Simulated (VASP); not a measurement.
**GeCl2: relaxation of cell and atoms with PBE**

Crystal: GeCl2.

```
Ge Cl
1.0
     0.00000    4.18680    4.18680
     4.18680    0.00000    4.18680
     4.18680    4.18680    0.00000
Ge Cl
2 4
Cartesian
  6.2802 6.2802 6.2802
  4.1868 4.1868 4.1868
  5.2335 5.2335 5.2335
  3.1401 3.1401 5.2335
  3.1401 5.2335 3.1401
  5.2335 3.1401 3.1401
```

The cell was generated, and may not be a known phase.

```
Program                : VASP 6.6.1
Task                   : relaxation of cell and atoms
Functional             : PBE
Potentials or basis    : VASP PAW PBE potentials, release 64 (Ge_d, Cl)
Cutoff                 : 600 eV
k mesh                 : 4 × 4 × 4
Occupations            : gaussian, width 0.1 eV
Spin                   : no spin polarisation
Dipole correction      : no
Further INCAR settings : ALGO = Normal; EDIFF = 1e-06; IBRION = 2; EDIFFG = -0.04; NSW = 90; ISIF = 3
```

```json
{"Relaxed volume": "65.17 Å³/atom", "Relaxed cell": "a = 8.208 Å, b = 8.208 Å, c = 8.208 Å, α = 60.00°, β = 60.00°, γ = 60.00°", "Space group after relaxing (to 0.1 Å)": "Fd-3m (No. 227)", "Energy gained by relaxing": "4915.7 meV/atom", "Ionic steps": "5", "Pressure after relaxing": "0.0 GPa", "Band gap on the k mesh": "0.58 eV"}
```

Step by step:
```tsv
step	energy change (eV)	largest force (eV/Å)	pressure (GPa)	volume (Å³)
1	0.0000	0.0000	83.97	146.78
2	-24.4996	0.0000	-6.78	622.41
3	-29.3993	0.0000	1.17	364.74
4	-29.4893	0.0000	0.27	384.66
5	-29.4943	0.0000	-0.01	391.03
```

Final structure:
```cif
data_structure
_symmetry_space_group_name_H-M 'P 1'
_symmetry_Int_Tables_number 1
_cell_length_a 8.2081
_cell_length_b 8.2081
_cell_length_c 8.2081
_cell_angle_alpha 60.000
_cell_angle_beta 60.000
_cell_angle_gamma 60.000
_cell_volume 391.03
loop_
_atom_site_label
_atom_site_type_symbol
_atom_site_fract_x
_atom_site_fract_y
_atom_site_fract_z
_atom_site_occupancy
Ge1 Ge 0.75000 0.75000 0.75000 1
Ge2 Ge 0.50000 0.50000 0.50000 1
Cl1 Cl 0.62500 0.62500 0.62500 1
Cl2 Cl 0.62500 0.62500 0.12500 1
Cl3 Cl 0.62500 0.12500 0.62500 1
Cl4 Cl 0.12500 0.62500 0.62500 1
```

Levels at points of the mesh, in eV from the valence-band top:
| k point | band 25 | band 26 | band 27 | band 28 | band 29 | band 30 | band 31 | band 32 |
| --- | --- | --- | --- | --- | --- | --- | --- | --- |
| (0.00, 0.00, 0.00) | -3.22 | -3.22 | -3.22 | 0.00 | 0.58 | 0.58 | 0.58 | 3.33 |
| (0.50, 0.00, 0.00) | -3.39 | -3.39 | -3.22 | -1.53 | 1.03 | 1.03 | 2.56 | 2.89 |
| (0.50, 0.50, 0.00) | -3.33 | -3.33 | -2.70 | -2.70 | 1.49 | 1.49 | 2.76 | 2.76 |

It took 8.1 min on 1 thread of Oxide Virtual Turin-like Processor (shared host), peak memory 0.31 GiB.

Caveat: the volume moved by over 15 % at a fixed basis, so the end points are rough. A k mesh can miss the band edges.
